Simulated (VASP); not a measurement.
Here is a VASP 6.6.1 calculation.

File INCAR:

```
SYSTEM = P
AGGAC = 1.0 ; AGGAX = 1.0
ALDAC = 0.0 ; ALDAX = 1.0
ALGO = Normal ; EDIFF = 1E-6
ENCUT = 520 ; GGA = B5
ISIF = 2 ; ISMEAR = -1
LASPH = .True. ; LCHARG = .True.
LELF = .True. ; LREAL = .False.
LVHAR = .True. ; LWAVE = .False.
NBANDS = 12 ; NELM = 80
PREC = Accurate ; SIGMA = 0.1
```

The input KPOINTS:

```
k-points
0
Gamma
  12 12 11
  0 0 0
```

File POSCAR:

```
P
1.0
    3.4010222714      0.0000000000      0.0000000000
   -1.7005111357      2.9453716858      0.0000000000
    0.0000000000      0.0000000000      3.2848481628
P
2
Direct
    0.3333333333      0.6666666667      0.2500000000
    0.6666666667      0.3333333333      0.7500000000
```

Potentials or basis: VASP PAW PBE potentials, release 64 (P).

Command:

```bash
$ cat potpaw_PBE.64/P/POTCAR > POTCAR
$ mpirun -np 1 vasp_std > vasp.out
```

Task: Predict the pressure.

Result: 2.9 GPa.

Task: What does it give for the band gap on the k mesh?

Result: Zero (band 5 reaches 9.74 eV, above the bottom of band 6 at 5.70 eV).

Stress tensor (GPa, compression positive):
```
2.84 0.00 0.00
0.00 2.84 0.00
0.00 0.00 3.13
```

Caveat: the PAW data sets were made with another functional, which shifts forces and pressure a little.
